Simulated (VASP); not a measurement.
The system is Gd.

```
CELL_PARAMETERS angstrom
3.62900 0.00000 0.00000
-1.81450 3.14281 0.00000
0.00000 0.00000 5.79600
ATOMIC_POSITIONS crystal
Gd 0.33333 0.66667 0.25000
Gd 0.66667 0.33333 0.75000
```

Base run:

```yaml
Program: VASP 6.6.1
Functional: PBE
Potentials_or_basis: VASP PAW PBE potentials, release 64 (Gd)
Cutoff: 520 eV
k_mesh: 9 × 9 × 5
Occupations: fermi-dirac, width 0.1 eV
Spin: collinear spin, ferromagnetic start
Starting_moments: "[6.62, 6.62] μB"
Fixed_moment: 13.24 μB
Hubbard_terms: Gd f U = 6.4 eV
```

Its results: pressure 1.1 GPa; site moments Gd +6.74 μB.

**Question.** After a change of settings the same cell gave: pressure 7.1 GPa; site moments Gd +3.25 μB. Which change was it?
A. fixed moment from 13.24 μB to 18.53 μB; moments at the start from [6.62, 6.62] to [9.26, 9.26]
B. fixed moment from 13.24 μB to 2.65 μB; moments at the start from [6.62, 6.62] to [1.32, 1.32]
C. fixed moment from 13.24 μB to 7.94 μB; moments at the start from [6.62, 6.62] to [3.97, 3.97]

**Answer.** B.

Caveats: the total moment is fixed, so each spin has its own Fermi level.
